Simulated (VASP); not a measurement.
WSe4, 5 atoms in the cell. Symmetry: P-43m, No. 215, cubic system. Conventional cell: a = 5.221 Å, b = 5.221 Å, c = 5.221 Å, α = 90.00°, β = 90.00°, γ = 90.00°. Within 3.0 Å of W (site symmetry -43m) lie 4 Se at 2.26 Å. Se (site symmetry 3m) has 1 W at 2.26 Å within 3.0 Å. The cell was built from a structure type or drawn by symmetry, and may not be a known phase.

| Item | Value |
| --- | --- |
| Program | VASP 6.6.1 |
| Task | single point |
| Functional | PBE |
| Potentials or basis | VASP PAW PBE potentials, release 64 (W_sv, Se) |
| Cutoff | 520 eV |
| k mesh | 4 × 4 × 4 |
| Occupations | gaussian, width 0.1 eV |
| Spin | collinear spin |
| Starting moments | [-0.05, 0.13, 0.13, 0.13, 0.13] μB |
| Dipole correction | no |
| Further INCAR settings | ALGO = Normal; EDIFF = 1e-06; NBANDS = 31 |

Potentials or basis: VASP PAW PBE potentials, release 64 (W_sv, Se).

Launch:

```sh
$ cat potpaw_PBE.64/W_sv/POTCAR potpaw_PBE.64/Se/POTCAR > POTCAR
$ mpirun -np 1 vasp_std > vasp.out
```

Hardware: 1 thread of AMD EPYC 7R13, with other jobs on the host.

**Question.** How long does it take, and how much memory?

**Answer.** Wall time 2.2 min on 1 thread of AMD EPYC 7R13 (shared host), peak memory 0.28 GiB. Counts: scf iterations 17, k points 10.
